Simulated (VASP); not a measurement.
# Al in VASP: single point with PBE+D3(BJ)

Aim: the single point of Al with PBE+D3(BJ).

All numbers are computed with VASP 6.6.1; they aren't measurements. Logs are shortened: lines on timing, memory, paths and dates and some standing lists are left out, and cuts for length are marked.

**1. The cell of the first run**

The cell holds a slab with vacuum, 17 atoms: a = 5.632 Å, b = 5.632 Å, c = 25.898 Å, α = 90.00°, β = 90.00°, γ = 120.00°.

**2. Single point, PBE+D3(BJ)**

Input file INCAR:

```
  ALGO = Normal
  DIPOL = 0.5 0.5 0.472
  EDIFF = 1E-6
  ENCUT = 520
  GGA = PE
  IDIPOL = 3
  ISIF = 2
  ISMEAR = 0
  IVDW = 12
  LASPH = T
  LCHARG = F
  LDIPOL = T
  LREAL = Auto
  LWAVE = F
  NBANDS = 40
  NELM = 80
  PREC = Accurate
  SIGMA = 0.1
```

Input file KPOINTS:

```
k-points
0
Gamma
  6 6 1
```

Input file POSCAR:

```
Al
1.0
    5.6324246408      0.0000000000      0.0000000000
   -2.8162123204      4.8778228238      0.0000000000
    0.0000000000      0.0000000000     25.8982831923
Al
17
Direct
    0.3333332566      0.1666665702      0.3282070837
    0.3333333454      0.6666666907      0.3282070837
    0.8333331998      0.1666665702      0.3282070837
    0.8333332885      0.6666666907      0.3282070837
    0.6666666158      0.3333333454      0.4169939729
    0.6666666020      0.8333332609      0.4169939729
    0.1666666727      0.3333333454      0.4169939729
    0.1666666589      0.8333332609      0.4169939729
    0.0019582907      0.5009792459      0.5028506293
    0.0005653278      0.0002827081      0.5027005807
    0.4973907814      0.4976269306      0.5032269863
    0.4973907458     -0.0002361709      0.5032269863
    0.3393142169      0.6696571643      0.5925922535
    0.3274165926      0.1637082832      0.5942735619
    0.8386007421      0.6586731655      0.5893382927
    0.8386008210      0.1799278145      0.5893382541
   -0.2777128279     -0.1388562120      0.6711151419
```

Potentials or basis: VASP PAW PBE potentials, release 64 (Al).

Command:

```bash
$ cat potpaw_PBE.64/Al/POTCAR > POTCAR
$ mpirun -np 1 vasp_std > vasp.out
```

OUTCAR:

```text
EDIFF = 1E-6
   ENCUT = 520
   GGA = PE
   ISIF = 2
   ISMEAR = 0
   IVDW = 12
   LASPH = T
   LREAL = Auto
   NELM = 80
   PREC = Accurate
 IVDW          = 12

 ion  position               nearest neighbor table
   1  0.333  0.167  0.328-   4 2.82   2 2.82   3 2.82   8 2.82   7 2.82   5 2.82   3 2.82   2 2.82
                             4 2.82
   2  0.333  0.667  0.328-   3 2.82   1 2.82   4 2.82   6 2.82   8 2.82   7 2.82   4 2.82   1 2.82
                             3 2.82
   3  0.833  0.167  0.328-   2 2.82   4 2.82   1 2.82   6 2.82   5 2.82   1 2.82   4 2.82   7 2.82
                             2 2.82
   4  0.833  0.667  0.328-   1 2.82   3 2.82   2 2.82   6 2.82   5 2.82   2 2.82   8 2.82   3 2.82
                             1 2.82
   5  0.667  0.333  0.417-   9 2.76  11 2.76  12 2.76   6 2.82   7 2.82   8 2.82   8 2.82   4 2.82
                             1 2.82   3 2.82   7 2.82   6 2.82
   6  0.667  0.833  0.417-  10 2.75  11 2.77  12 2.77   7 2.82   5 2.82   8 2.82   2 2.82   4 2.82
                             3 2.82   8 2.82   5 2.82   7 2.82
   7  0.167  0.333  0.417-  10 2.75   9 2.75  11 2.76   6 2.82   8 2.82   5 2.82   2 2.82   1 2.82
                             5 2.82   8 2.82   6 2.82   3 2.82
   8  0.167  0.833  0.417-  10 2.75   9 2.75  12 2.76   7 2.82   6 2.82   5 2.82   2 2.82   5 2.82
                             1 2.82   6 2.82   4 2.82   7 2.82
   9  0.002  0.501  0.503-  16 2.73  15 2.73   8 2.75   7 2.75   5 2.76  12 2.80  11 2.80  10 2.82
                            10 2.82  11 2.83  12 2.83  13 2.85
  10  0.001  0.000  0.503-   7 2.75   8 2.75   6 2.75  16 2.80  15 2.80  11 2.80  12 2.80   9 2.82
                             9 2.82  12 2.83  11 2.83  14 2.86
  11  0.497  0.498  0.503-   7 2.76   5 2.76   6 2.77  15 2.78  10 2.80   9 2.80  12 2.80  13 2.82
                            12 2.83   9 2.83  10 2.83  14 2.87
  12  0.497  1.000  0.503-   8 2.76   5 2.76   6 2.77  16 2.78  10 2.80   9 2.80  11 2.80  13 2.82
                            11 2.83   9 2.83  10 2.83  14 2.87
  13  0.339  0.670  0.593-  17 2.76  16 2.79  15 2.79  14 2.82  14 2.82  12 2.82  11 2.82  15 2.84
                            16 2.84   9 2.85
  14  0.327  0.164  0.594-  15 2.80  16 2.80  13 2.82  13 2.82  16 2.84  15 2.84  10 2.86  12 2.87
                            11 2.87
  15  0.839  0.659  0.589-  17 2.64  16 2.70   9 2.73  11 2.78  13 2.79  10 2.80  14 2.80  14 2.84
                            13 2.84  16 2.94
  16  0.839  0.180  0.589-  17 2.64  15 2.70   9 2.73  12 2.78  13 2.79  10 2.80  14 2.80  14 2.84
                            13 2.84  15 2.94
  17  0.722  0.861  0.671-  15 2.64  16 2.64  13 2.76

  LATTYP: Found a hexagonal cell.
 ALAT       =     5.6324246408
 C/A-ratio  =     4.5980700753

  Lattice vectors:

 A1 = (   5.6324246408,   0.0000000000,   0.0000000000)
 A2 = (  -2.8162123204,   4.8778228238,   0.0000000000)
 A3 = (   0.0000000000,   0.0000000000,  25.8982831923)

Analysis of symmetry for initial positions (statically):
=====================================================================
 Subroutine PRICEL returns:
 Original cell was already a primitive cell.

 Routine SETGRP: Setting up the symmetry group for a
 hexagonal supercell.

 Subroutine GETGRP returns: Found  2 space group operations
 (whereof  2 operations were pure point group operations)
 out of a pool of 24 trial point group operations.

The static configuration has the point symmetry C_1h.

Analysis of symmetry for dynamics (positions and initial velocities):
=====================================================================
 Subroutine PRICEL returns:
 Original cell was already a primitive cell.

 Routine SETGRP: Setting up the symmetry group for a
 hexagonal supercell.

 Subroutine GETGRP returns: Found  2 space group operations
 (whereof  2 operations were pure point group operations)
 out of a pool of 24 trial point group operations.

The dynamic configuration has the point symmetry C_1h.

 Subroutine INISYM returns: Found  2 space group operations
 (whereof  2 operations are pure point group operations),
 and found     1 'primitive' translations

----------------------------------------------------------------------------------------

                                     Primitive cell

  volume of cell :     711.5286

  direct lattice vectors                    reciprocal lattice vectors
     5.632424641  0.000000000  0.000000000     0.177543432  0.102504748  0.000000000
    -2.816212320  4.877822824  0.000000000     0.000000000  0.205009496  0.000000000
     0.000000000  0.000000000 25.898283192     0.000000000  0.000000000  0.038612598

  length of vectors
[... 66 lines left out ...]

 Following reciprocal coordinates:
            Coordinates               Weight
  0.000000  0.000000  0.000000      1.000000
  0.166667  0.000000  0.000000      2.000000
  0.000000  0.166667  0.000000      4.000000
  0.333333  0.000000  0.000000      2.000000
  0.000000  0.333333  0.000000      4.000000
  0.500000  0.000000  0.000000      1.000000
  0.000000  0.500000  0.000000      2.000000
  0.166667  0.166667  0.000000      4.000000
 -0.166667  0.333333  0.000000      2.000000
  0.333333  0.166667  0.000000      4.000000
 -0.166667  0.500000  0.000000      4.000000
  0.500000  0.333333  0.000000      4.000000
  0.333333  0.333333  0.000000      2.000000
   k-points           NKPTS =     13   k-points in BZ     NKDIM =     13   number of bands    NBANDS=     40
   number of dos      NEDOS =    301   number of ions     NIONS =     17
   total plane-waves  NPLWV = 345744
   dimension x,y,z NGX =    42 NGY =   42 NGZ =  196
   dimension x,y,z NGXF=    84 NGYF=   84 NGZF=  392
   ions per type =              17
   NGX,Y,Z   is equivalent  to a cutoff of  12.40, 12.40, 12.58 a.u.
   NGXF,Y,Z  is equivalent  to a cutoff of  24.79, 24.79, 25.16 a.u.
 SYSTEM =  unknown system
   PREC   = accura    normal or accurate (medium, high low for compatibility)
   ISTART =      0    job   : 0-new  1-cont  2-samecut
   ICHARG =      2    charge: 1-file 2-atom 10-const
   ISPIN  =      1    spin polarized calculation?
   LNONCOLLINEAR =      F non collinear calculations
   LSORBIT =      F    spin-orbit coupling
   LASPH  =      T    aspherical Exc in radial PAW
   ENCUT  =  520.0 eV  38.22 Ry    6.18 a.u.  10.47 10.47 48.15*2*pi/ulx,y,z
   NELM   =     80;   NELMIN=  2; NELMDL= -5     # of ELM steps
   EDIFF  = 0.1E-05   stopping-criterion for ELM
   LREAL  =      T    real-space projection
   EDIFFG = 0.1E-04   stopping-criterion for IOM
   NSW    =      0    number of steps for IOM
   IBRION =     -1    ionic relax: 0-MD 1-quasi-New 2-CG
   NFREE  =      0    steps in history (QN), initial steepest desc. (CG)
   ISIF   =      2    stress and relaxation
   ISYM   =      2    0-nonsym 1-usesym 2-fastsym
   POTIM  = 0.5000    time-step for ionic-motion
   TEBEG  =    0.0;   TEEND  =   0.0 temperature during run
   PSTRESS=    0.0 pullay stress
   NELECT =      51.0000    total number of electrons
   NUPDOWN=      -1.0000    fix difference up-down
   EMIN   =  10.00;   EMAX   =-10.00  energy-range for DOS
   EFERMI =   0.00;   METHOD = LEGACY
   ISMEAR =     0;   SIGMA  =   0.10  broadening in eV -4-tet -1-fermi 0-gaus
   EFERMI_NEDOS =   21; number of points for ismear=-14 and -15
   IALGO  =     38    algorithm
   IMIX   =      4    mixing-type and parameters
     AMIX     =   0.40;   BMIX     =  1.00
     AMIX_MAG =   1.60;   BMIX_MAG =  1.00
  volume/ion in A,a.u.               =      41.85       282.45
  Fermi-wavevector in a.u.,A,eV,Ry     =   0.680039  1.285088  6.292064  0.462454
  Thomas-Fermi vector in A             =   1.758413
   LORBIT       =      0    0 simple, 1 ext, 2 COOP (PROOUT), +10 PAW based schemes
   GGA     = PE    functional components
   LHFCALC =     F    Hartree Fock is set to
   AEXX    =    0.0000 exact exchange contribution
   IVDW    =    12    specifies the selected vdW correction
   LEPSILON=     F    determine dielectric tensor
   LRPA    =     F    only Hartree local field effects (RPA)
 non-spin polarized calculation
 Gauss-broadening in eV      SIGMA  =   0.10
  energy-cutoff  :      520.00
  volume of cell :      711.53
 maximum number of plane-waves:     19273
 NGX is ok and might be reduce to    42
   NGX = 21   NGY = 21   NGZ = 97

 dipolmoment           0.000000      0.000000     -0.007325 electrons x Angstroem

 number of electron      51.0000000 magnetization

 dipolmoment           0.000000      0.000000      0.037738 electrons x Angstroem

 Free energy of the ion-electron system (eV)
  ---------------------------------------------------
  ext. energy  EPLUGINS =         0.00000000
  ---------------------------------------------------
  free energy    TOTEN  =       -59.72967410 eV

  energy without entropy =      -59.67956448  energy(sigma->0) =      -59.70461929

 E-fermi :   0.7867     XC(G=0):  -4.7328

 val. band max:        0.7614981844   @ k =   0.0000   0.0000   0.0000
 cond. band min:       0.7868779924   @ k =   0.5000   0.0000   0.0000
 fundamental gap:      0.0253798080
 Fermi energy:         0.7866871785

 k-point     1 :       0.0000    0.0000    0.0000
  band No.  band energies     occupation
      1     -10.4217      2.00000
      2      -9.3171      2.00000
      3      -7.7589      2.00000
      4      -5.6774      2.00000
      5      -4.4080      2.00000
      6      -4.4009      2.00000
[... 509 lines left out ...]
     36       3.5131      0.00000
     37       3.7308      0.00000
 [bands above 37 left out]

------------------------ aborting loop because EDIFF is reached ----------------------------------------

 vacuum level on the upper side and lower side of the slab       (xc-potential included)         0.024        -0.187

 Edisp (eV)   -4.56106

 E8    (eV) :    -2.1083

  FORCE on cell =-STRESS in cart. coord.  units (eV):
  Direction    XX          YY          ZZ          XY          YZ          ZX
  --------------------------------------------------------------------------------------
  -------------------------------------------------------------------------------------
  Total       0.58956     1.54285    -0.27396    -0.82557    -0.09100    -0.15762
  in kB       1.32754     3.47409    -0.61689    -1.85896    -0.20491    -0.35491
  external pressure =        1.39 kB  Pullay stress =        0.00 kB

 VOLUME and BASIS-vectors are now :
 -----------------------------------------------------------------------------
  energy-cutoff  :      520.00
  volume of cell :      711.53
      direct lattice vectors                 reciprocal lattice vectors
     5.632424641  0.000000000  0.000000000     0.177543432  0.102504748  0.000000000
    -2.816212320  4.877822824  0.000000000     0.000000000  0.205009496  0.000000000
     0.000000000  0.000000000 25.898283192     0.000000000  0.000000000  0.038612598

 POSITION                                       TOTAL-FORCE (eV/Angst)
 -----------------------------------------------------------------------------------
      1.40811      0.81297      8.50000        -0.018572     -0.010722      0.057995
      0.00000      3.25188      8.50000         0.063744      0.036803      0.018588
      4.22432      0.81297      8.50000         0.019614     -0.091488      0.005214
      2.81621      3.25188      8.50000        -0.069424      0.062730      0.005214
      2.81621      1.62594     10.79943         0.042167      0.024345      0.033833
      1.40811      4.06485     10.79943         0.014693      0.008483     -0.084570
[... 9 lines left out ...]
      4.21664      0.87766     15.26285        -0.003930     -0.000498     -0.000699
      1.64306      4.20051     17.38073        -0.025349     -0.014635      0.000804
 -----------------------------------------------------------------------------------
    total drift:                                0.003137      0.001863     -0.017632

  FREE ENERGIE OF THE ION-ELECTRON SYSTEM (eV)
  ---------------------------------------------------
  free  energy   TOTEN  =       -64.2907345662 eV

  energy  without entropy=      -64.2406249460  energy(sigma->0) =      -64.26567976

 vacuum level on the upper side and lower side of the slab         4.791         4.580
```

Wall time 8.3 min (1 thread of Intel Xeon 6975P-C (Granite Rapids), shared host); peak memory 0.75 GiB.

What came out:

| Property | Result |
| --- | --- |
| Free energy | -64.2907 eV |
| Largest force | 0.094 eV/Å |
| Band gap on the k mesh | zero (an odd number of electrons rules out a gap without spin polarisation) |
| Dispersion energy per atom | -0.268 eV |

Forces in eV/Å, atoms in the order of the input:
```
Al  -0.019 -0.011  0.058
Al   0.064  0.037  0.019
Al   0.020 -0.091  0.005
Al  -0.069  0.063  0.005
Al   0.042  0.024  0.034
Al   0.015  0.008 -0.085
Al  -0.021  0.003 -0.015
Al  -0.008 -0.020 -0.015
Al  -0.003 -0.001 -0.005
Al   0.003  0.002 -0.003
Al   0.002 -0.003  0.001
Al  -0.001  0.003  0.001
Al  -0.003 -0.002 -0.002
Al   0.009  0.005  0.003
Al  -0.002 -0.003 -0.001
Al  -0.004  0.000 -0.001
Al  -0.025 -0.015  0.001
```
